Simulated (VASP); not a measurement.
# Sn (I4_1/amd) in VASP: notebook

The runs below take Sn through single point, with r2SCAN.

Everything below comes from runs of VASP 6.6.1. Logs are shortened: lines on timing, memory, paths and dates and some standing lists are left out, and cuts for length are marked.

## Step 1: The cell of the first run

It takes space group I4_1/amd (No. 141, tetragonal). The conventional cell has a = 4.010 Å, b = 4.010 Å, c = 8.506 Å, α = 90.00°, β = 90.00°, γ = 90.00°. Within 3.8 Å of Sn (site symmetry -4m2) lie 4 Sn at 2.92 Å.

## Step 2: Single point, r2SCAN

File POSCAR:

```
Sn
1.0
    0.0000000000      2.8352927563      4.2529391345
    2.8352927563      0.0000000000      4.2529391345
    2.8352927563      2.8352927563      0.0000000000
Sn
2
Direct
    0.5000000000      0.5000000000      0.5000000000
    0.7500000000      0.7500000000      0.7500000000
```

File INCAR.step1:

```
SYSTEM = Sn
ALGO = Normal
EDIFF = 1E-4
ENCUT = 520
GGA = PE
ISMEAR = 0
LASPH = .True.
LCHARG = .False.
LREAL = .False.
LWAVE = .True.
NBANDS = 21
NELM = 60
PREC = Accurate
SIGMA = 0.15
```

File INCAR.step2:

```
SYSTEM = Sn
ALGO = Normal
EDIFF = 1E-6
ENCUT = 520
ISIF = 2
ISMEAR = 0
ISTART = 1
LASPH = .True.
LCHARG = .True.
LELF = .True.
LMIXTAU = .True.
LREAL = .False.
LVHAR = .True.
LWAVE = .False.
METAGGA = R2SCAN
NBANDS = 21
NELM = 60
PREC = Accurate
SIGMA = 0.15
```

File KPOINTS:

```
k-points
0
Gamma
  14 14 14
  0 0 0
```

Potentials or basis: VASP PAW PBE potentials, release 64 (Sn_d).

Launch:

```
$ cat potpaw_PBE.64/Sn_d/POTCAR > POTCAR
$ cp INCAR.step1 INCAR
$ mpirun -np 1 vasp_std > vasp.out
$ cp INCAR.step2 INCAR
$ mpirun -np 1 vasp_std > vasp.out
```

OUTCAR:

```text
SYSTEM = Sn
   EDIFF = 1E-6
   ENCUT = 520
   ISIF = 2
   ISMEAR = 0
   ISTART = 1
   LASPH = .True.
   LREAL = .False.
   METAGGA = R2SCAN
   NELM = 60
   PREC = Accurate

 ion  position               nearest neighbor table
   1  0.500  0.500  0.500-   2 2.92   2 2.92   2 2.92   2 2.92
   2  0.750  0.750  0.750-   1 2.92   1 2.92   1 2.92   1 2.92

  LATTYP: Found a body centered tetragonal cell.
 ALAT       =     4.0097094693
 C/A-ratio  =     2.1213203436

  Lattice vectors:

 A1 = (  -2.8352927563,   0.0000000000,   4.2529391345)
 A2 = (   2.8352927563,   0.0000000000,   4.2529391345)
 A3 = (   0.0000000000,   2.8352927563,  -4.2529391345)

Analysis of symmetry for initial positions (statically):
=====================================================================
 Subroutine PRICEL returns:
 Original cell was already a primitive cell.

 Routine SETGRP: Setting up the symmetry group for a
 body centered tetragonal supercell.

 Subroutine GETGRP returns: Found 16 space group operations
 (whereof  8 operations were pure point group operations)
 out of a pool of 16 trial point group operations.

The static configuration has the point symmetry D_2d.
 The point group associated with its full space group is D_4h.

Analysis of symmetry for dynamics (positions and initial velocities):
=====================================================================
 Subroutine PRICEL returns:
 Original cell was already a primitive cell.

 Routine SETGRP: Setting up the symmetry group for a
 body centered tetragonal supercell.

 Subroutine GETGRP returns: Found 16 space group operations
 (whereof  8 operations were pure point group operations)
 out of a pool of 16 trial point group operations.

The dynamic configuration has the point symmetry D_2d.
 The point group associated with its full space group is D_4h.

 Subroutine INISYM returns: Found 16 space group operations
 (whereof  8 operations are pure point group operations),
 and found     1 'primitive' translations

----------------------------------------------------------------------------------------

                                     Primitive cell

  volume of cell :      68.3778

  direct lattice vectors                    reciprocal lattice vectors
     0.000000000  2.835292756  4.252939135    -0.176348632  0.176348632  0.117565755
     2.835292756  0.000000000  4.252939135     0.176348632 -0.176348632  0.117565755
     2.835292756  2.835292756  0.000000000     0.176348632  0.176348632 -0.117565755

  length of vectors
     5.111396707  5.111396707  4.009709469     0.275716135  0.275716135  0.275716135

  position of ions in fractional coordinates (direct lattice)
     0.500000000  0.500000000  0.500000000
     0.750000000  0.750000000  0.750000000

  ion indices of the primitive-cell ions
   primitive index   ion index
                 1           1
                 2           2

----------------------------------------------------------------------------------------

 KPOINTS: k-points

Automatic generation of k-mesh.
 Grid dimensions read from file:
 generate k-points for:   14   14   14

 Generating k-lattice:

  Cartesian coordinates                     Fractional coordinates (reciprocal lattice)
    -0.012596331  0.012596331  0.008397554     0.071428571  0.000000000  0.000000000
     0.012596331 -0.012596331  0.008397554     0.000000000  0.071428571  0.000000000
     0.012596331  0.012596331 -0.008397554     0.000000000  0.000000000  0.071428571

  Length of vectors
     0.019694010  0.019694010  0.019694010

  Shift w.r.t. Gamma in fractional coordinates (k-lattice)
     0.000000000  0.000000000  0.000000000

 Subroutine IBZKPT returns following result:
 ===========================================

 Found    244 irreducible k-points:

 Following reciprocal coordinates:
            Coordinates               Weight
  0.000000  0.000000  0.000000      1.000000
  0.071429  0.000000  0.000000      8.000000
  0.142857 -0.000000  0.000000      8.000000
  0.214286 -0.000000  0.000000      8.000000
  0.285714  0.000000  0.000000      8.000000
  0.357143 -0.000000  0.000000      8.000000
[... 16 lines left out ...]
  0.214286  0.142857  0.000000      8.000000
  0.285714  0.142857  0.000000      8.000000
 [... further k-points ...]
   k-points           NKPTS =    244   k-points in BZ     NKDIM =    244   number of bands    NBANDS=     21
   number of dos      NEDOS =    301   number of ions     NIONS =      2
   total plane-waves  NPLWV =  48000
   dimension x,y,z NGX =    40 NGY =   40 NGZ =   30
   dimension x,y,z NGXF=    80 NGYF=   80 NGZF=   60
   ions per type =               2
   NGX,Y,Z   is equivalent  to a cutoff of  13.01, 13.01, 12.44 a.u.
   NGXF,Y,Z  is equivalent  to a cutoff of  26.02, 26.02, 24.88 a.u.
 SYSTEM =  Sn
   PREC   = accura    normal or accurate (medium, high low for compatibility)
   ISTART =      1    job   : 0-new  1-cont  2-samecut
   ICHARG =      0    charge: 1-file 2-atom 10-const
   ISPIN  =      1    spin polarized calculation?
   LNONCOLLINEAR =      F non collinear calculations
   LSORBIT =      F    spin-orbit coupling
   LASPH  =      T    aspherical Exc in radial PAW
   ENCUT  =  520.0 eV  38.22 Ry    6.18 a.u.   9.50  9.50  7.46*2*pi/ulx,y,z
   NELM   =     60;   NELMIN=  2; NELMDL=  0     # of ELM steps
   EDIFF  = 0.1E-05   stopping-criterion for ELM
   LREAL  =      F    real-space projection
   EDIFFG = 0.1E-04   stopping-criterion for IOM
   NSW    =      0    number of steps for IOM
   IBRION =     -1    ionic relax: 0-MD 1-quasi-New 2-CG
   NFREE  =      0    steps in history (QN), initial steepest desc. (CG)
   ISIF   =      2    stress and relaxation
   ISYM   =      2    0-nonsym 1-usesym 2-fastsym
   POTIM  = 0.5000    time-step for ionic-motion
   TEBEG  =    0.0;   TEEND  =   0.0 temperature during run
   PSTRESS=    0.0 pullay stress
   NELECT =      28.0000    total number of electrons
   NUPDOWN=      -1.0000    fix difference up-down
   EMIN   =  10.00;   EMAX   =-10.00  energy-range for DOS
   EFERMI =   0.00;   METHOD = LEGACY
   ISMEAR =     0;   SIGMA  =   0.15  broadening in eV -4-tet -1-fermi 0-gaus
   EFERMI_NEDOS =   21; number of points for ismear=-14 and -15
   IALGO  =     38    algorithm
   IMIX   =      4    mixing-type and parameters
     AMIX     =   0.40;   BMIX     =  1.00
     AMIX_MAG =   1.60;   BMIX_MAG =  1.00
  volume/ion in A,a.u.               =      34.19       230.72
  Fermi-wavevector in a.u.,A,eV,Ry     =   1.215689  2.297319 20.108049  1.477900
  Thomas-Fermi vector in A             =   2.351068
   LORBIT       =      0    0 simple, 1 ext, 2 COOP (PROOUT), +10 PAW based schemes
   METAGGA = R2SCAN    functional components
   LHFCALC =     F    Hartree Fock is set to
   AEXX    =    0.0000 exact exchange contribution
   IVDW    =     0    specifies the selected vdW correction
   LEPSILON=     F    determine dielectric tensor
   LRPA    =     F    only Hartree local field effects (RPA)
 non-spin polarized calculation
 Gauss-broadening in eV      SIGMA  =   0.15
  energy-cutoff  :      520.00
  volume of cell :       68.38
 maximum number of plane-waves:      1879
 NGX is ok and might be reduce to    40

 number of electron      28.0000001 magnetization

 Free energy of the ion-electron system (eV)
  ---------------------------------------------------
  ext. energy  EPLUGINS =         0.00000000
  ---------------------------------------------------
  free energy    TOTEN  =       -48.72269466 eV

  energy without entropy =      -48.70313828  energy(sigma->0) =      -48.71291647

 E-fermi :   5.6568     XC(G=0):  -9.7328

 val. band max:        5.6497712581   @ k =   0.5000   0.1429   0.2857
 cond. band min:       5.6745392860   @ k =   0.4286   0.0000   0.3571
 fundamental gap:      0.0247680280
 Fermi energy:         5.6567893976

 k-point     1 :       0.0000    0.0000    0.0000
  band No.  band energies     occupation
      1     -16.7838      2.00000
      2     -16.7838      2.00000
      3     -16.7223      2.00000
      4     -16.7061      2.00000
      5     -16.7004      2.00000
      6     -16.6145      2.00000
[... 13 lines left out ...]
     20      11.5935      0.00000
     21      12.1556      0.00000

 k-point     2 :       0.0714    0.0000    0.0000
  band No.  band energies     occupation
      1     -16.7876      2.00000
      2     -16.7858      2.00000
      3     -16.7307      2.00000
      4     -16.6979      2.00000
      5     -16.6917      2.00000
      6     -16.6155      2.00000
[... 13 lines left out ...]
     20      11.8528      0.00000
     21      12.5750      0.00000

 k-point     3 :       0.1429   -0.0000    0.0000
  band No.  band energies     occupation
      1     -16.7971      2.00000
      2     -16.7915      2.00000
      3     -16.7372      2.00000
      4     -16.6923      2.00000
      5     -16.6684      2.00000
      6     -16.6187      2.00000
[... 13 lines left out ...]
     20      12.3859      0.00000
     21      13.7527      0.00000

 k-point     4 :       0.2143   -0.0000    0.0000
  band No.  band energies     occupation
      1     -16.8087      2.00000
      2     -16.7987      2.00000
      3     -16.7381      2.00000
      4     -16.6868      2.00000
      5     -16.6444      2.00000
      6     -16.6240      2.00000
[... 13 lines left out ...]
     20      13.3487      0.00000
     21      14.9160      0.00000

 k-point     5 :       0.2857    0.0000    0.0000
  band No.  band energies     occupation
      1     -16.8197      2.00000
      2     -16.8053      2.00000
      3     -16.7358      2.00000
      4     -16.6831      2.00000
      5     -16.6310      2.00000
      6     -16.6232      2.00000
[... 13 lines left out ...]
     20      14.4090      0.00000
     21      14.4100      0.00000

 k-point     6 :       0.3571   -0.0000    0.0000
  band No.  band energies     occupation
      1     -16.8285      2.00000
      2     -16.8102      2.00000
      3     -16.7324      2.00000
      4     -16.6815      2.00000
      5     -16.6374      2.00000
      6     -16.6094      2.00000
[... 13 lines left out ...]
     20      14.2370      0.00000
     21      14.6615      0.00000

 k-point     7 :       0.4286   -0.0000    0.0000
  band No.  band energies     occupation
      1     -16.8340      2.00000
      2     -16.8130      2.00000
      3     -16.7297      2.00000
      4     -16.6812      2.00000
      5     -16.6423      2.00000
      6     -16.6029      2.00000
[... 13 lines left out ...]
     20      13.7813      0.00000
     21      14.4171      0.00000
[... 291 lines left out ...]
      1     -16.8032      2.00000
      2     -16.7881      2.00000
      3     -16.7244      2.00000
      4     -16.6856      2.00000
      5     -16.6646      2.00000
      6     -16.5987      2.00000
[... 13 lines left out ...]
     20      13.4712      0.00000
     21      14.8099      0.00000

 k-point    21 :      -0.0714    0.0714    0.0000
  band No.  band energies     occupation
      1     -16.7932      2.00000
      2     -16.7856      2.00000
      3     -16.7217      2.00000
      4     -16.6928      2.00000
      5     -16.6879      2.00000
      6     -16.6050      2.00000
[... 13 lines left out ...]
     20      12.3595      0.00000
     21      13.4631      0.00000

 k-point    22 :       0.1429    0.1429    0.0000
  band No.  band energies     occupation
      1     -16.8034      2.00000
      2     -16.8033      2.00000
      3     -16.7732      2.00000
      4     -16.6927      2.00000
      5     -16.6554      2.00000
      6     -16.6397      2.00000
[... 13 lines left out ...]
     20      12.1660      0.00000
     21      13.3372      0.00000

 k-point    23 :       0.2143    0.1429    0.0000
  band No.  band energies     occupation
      1     -16.8132      2.00000
      2     -16.8128      2.00000
      3     -16.7802      2.00000
      4     -16.6881      2.00000
      5     -16.6698      2.00000
      6     -16.6196      2.00000
[... 13 lines left out ...]
     20      12.6712      0.00000
     21      13.9963      0.00000

 k-point    24 :       0.2857    0.1429    0.0000
  band No.  band energies     occupation
      1     -16.8238      2.00000
      2     -16.8213      2.00000
      3     -16.7800      2.00000
      4     -16.6831      2.00000
      5     -16.6809      2.00000
      6     -16.5992      2.00000
[... 13 lines left out ...]
     20      13.2962      0.00000
     21      15.0917      0.00000

 [... further k-points ...]

------------------------ aborting loop because EDIFF is reached ----------------------------------------

  FORCE on cell =-STRESS in cart. coord.  units (eV):
  Direction    XX          YY          ZZ          XY          YZ          ZX
  --------------------------------------------------------------------------------------
  -------------------------------------------------------------------------------------
  Total        1.1496666      1.1496666     -1.4833985      0.0000000      0.0000000     -0.0000000
  in kB       26.9381346     26.9381346    -34.7578927      0.0000000      0.0000000     -0.0000000
  external PRESSURE =       6.3727921 kB  Pullay stress =       0.0000000 kB

 VOLUME and BASIS-vectors are now :
 -----------------------------------------------------------------------------
  energy-cutoff  :      520.00
  volume of cell :       68.38
      direct lattice vectors                 reciprocal lattice vectors
     0.000000000  2.835292756  4.252939135    -0.176348632  0.176348632  0.117565755
     2.835292756  0.000000000  4.252939135     0.176348632 -0.176348632  0.117565755
     2.835292756  2.835292756  0.000000000     0.176348632  0.176348632 -0.117565755

 POSITION                                       TOTAL-FORCE (eV/Angst)
 -----------------------------------------------------------------------------------
      2.83529      2.83529      4.25294         0.000000      0.000000      0.000000
      4.25294      4.25294      6.37941        -0.000000     -0.000000     -0.000000
 -----------------------------------------------------------------------------------
    total drift:                               -0.000000     -0.000000      0.000000

  FREE ENERGIE OF THE ION-ELECTRON SYSTEM (eV)
  ---------------------------------------------------
  free  energy   TOTEN  =       -48.7226946600 eV

  energy  without entropy=      -48.7031382834  energy(sigma->0) =      -48.71291647
```

It took 20 min on 1 thread of Oxide Virtual Turin-like, shared host; peak memory 0.38 GiB.

What came out:

```
Free energy            : -48.7227 eV
Pressure               : 0.6 GPa
Band gap on the k mesh : zero (bands 14 and 15 overlap by 1.63 eV)
```

Caveat: the stress differs along the axes, from -3 to 3 GPa; the PAW data sets were made with another functional, which shifts forces and pressure a little; spin-orbit coupling is left out, which moves the levels of the heavy elements.

## Step 3: Single point, r2SCAN

This run uses another cell than the first one, of the same volume but with other edges.

File POSCAR:

```
Sn
1.0
    0.0000000000      3.2900657995      3.1584631675
    3.2900657995      0.0000000000      3.1584631675
    3.2900657995      3.2900657995      0.0000000000
Sn
2
Direct
    0.5000000000      0.5000000000      0.5000000000
    0.7500000000      0.7500000000      0.7500000000
```

File INCAR.step1:

```
PREC     = Accurate       # precision mode
ENCUT    = 520            # plane-wave cutoff, eV
ISMEAR   = 0              # smearing method
SIGMA    = 0.15           # smearing width, eV
LREAL    = F              # projectors in reciprocal space
LASPH    = T              # aspherical terms in the spheres
NELM     = 80             # most SCF steps
NBANDS   = 21             # bands
GGA      = PE             # functional
ALGO     = Normal         # electronic algorithm
EDIFF    = 1E-4           # SCF threshold, eV
LWAVE    = T              # write WAVECAR
LCHARG   = F              # write CHGCAR
```

File INCAR.step2:

```
PREC     = Accurate       # precision mode
ENCUT    = 520            # plane-wave cutoff, eV
EDIFF    = 1E-6           # SCF threshold, eV
ISMEAR   = 0              # smearing method
SIGMA    = 0.15           # smearing width, eV
LREAL    = F              # projectors in reciprocal space
LASPH    = T              # aspherical terms in the spheres
NELM     = 80             # most SCF steps
ALGO     = Normal         # electronic algorithm
ISIF     = 2              # what is computed and relaxed
LWAVE    = F              # write WAVECAR
LCHARG   = F              # write CHGCAR
METAGGA  = R2SCAN         # meta-GGA
LMIXTAU  = T            
NBANDS   = 21             # bands
ISTART   = 1
```

File KPOINTS:

```
regular mesh
0
Gamma
  14 14 14
```

Potentials or basis: VASP PAW PBE potentials, release 64 (Sn_d).

Launch:

```
$ cat potpaw_PBE.64/Sn_d/POTCAR > POTCAR
$ cp INCAR.step1 INCAR
$ mpirun -np 1 vasp_std > vasp.out
$ cp INCAR.step2 INCAR
$ mpirun -np 1 vasp_std > vasp.out
```

Wall time 23 min (1 thread of Oxide Virtual Turin-like, shared host); peak memory 0.38 GiB.

The run converged. Its results:

| Item | Value |
| --- | --- |
| Free energy | -49.4759 eV |
| Pressure | 1.6 GPa |

Stress tensor (GPa, compression positive):
```
1.11 0.00 0.00
0.00 1.11 0.00
0.00 0.00 2.46
```

Levels at points of the mesh, in eV from the Fermi level:
```tsv
k point	band 11	band 12	band 13	band 14	band 15	band 16	band 17	band 18
(0.00, 0.00, 0.00)	-11.19	-0.44	-0.15	-0.15	0.13	2.04	2.23	2.23
(0.50, 0.00, 0.00)	-9.47	-6.65	-1.47	-1.18	0.06	3.22	3.42	5.91
(0.50, 0.50, 0.00)	-7.81	-7.81	-2.88	-2.88	0.68	0.68	8.12	8.12
(0.50, 0.00, 0.50)	-7.97	-7.97	-2.65	-2.65	0.95	0.95	8.00	8.00
```

Caveat: the PAW data sets were made with another functional, which shifts forces and pressure a little; spin-orbit coupling is left out, which moves the levels of the heavy elements.

The gap in the log of VASP goes by the Fermi energy; the results here count the filled bands.